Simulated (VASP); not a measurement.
Wanted: the native input for a VASP 6.6.1 run.

| Item | Value |
| --- | --- |
| Task | single point |
| Functional | PBEsol |
| Potentials or basis | VASP PAW PBE potentials, release 64 (Ti_sv) |
| Cutoff | 520 eV |
| k mesh | 12 × 12 × 12 |
| Occupations | methfessel-paxton, width 0.15 eV |
| Spin | no spin polarisation |
| Dipole correction | no |
| Further INCAR settings | ALGO = Normal; EDIFF = 1e-06; NBANDS = 12 |

The structure of Ti lies in POSCAR:

```
Ti
1.0
    0.0000000000      2.0300000000      2.0300000000
    2.0300000000      0.0000000000      2.0300000000
    2.0300000000      2.0300000000      0.0000000000
Ti
1
Direct
    0.0000000000      0.0000000000      0.0000000000
```

The input as run:

INCAR

```
SYSTEM = Ti
ALGO = Normal ; EDIFF = 1E-6
ENCUT = 520 ; GGA = PS
ISIF = 2 ; ISMEAR = 1
LASPH = .True. ; LCHARG = .True.
LELF = .True. ; LREAL = .False.
LVHAR = .True. ; LWAVE = .False.
NBANDS = 12 ; NELM = 60
PREC = Accurate ; SIGMA = 0.15
```

KPOINTS

```
k-points
0
Gamma
  12 12 12
  0 0 0
```

Potentials or basis: VASP PAW PBE potentials, release 64 (Ti_sv).

Launch:

```console
$ cat potpaw_PBE.64/Ti_sv/POTCAR > POTCAR
$ mpirun -np 1 vasp_std > vasp.out
```

It gave:

```yaml
Pressure: -0.6 GPa
Band_gap_on_the_k_mesh: zero (band 6 reaches 9.39 eV, above the bottom of band 7 at 8.10 eV)
```

Caveat: the PAW data sets were made with another functional, which shifts forces and pressure a little.

Wall time 14 s on 1 thread of Intel Xeon 8259CL, with other jobs on the host, peak memory 0.14 GiB.
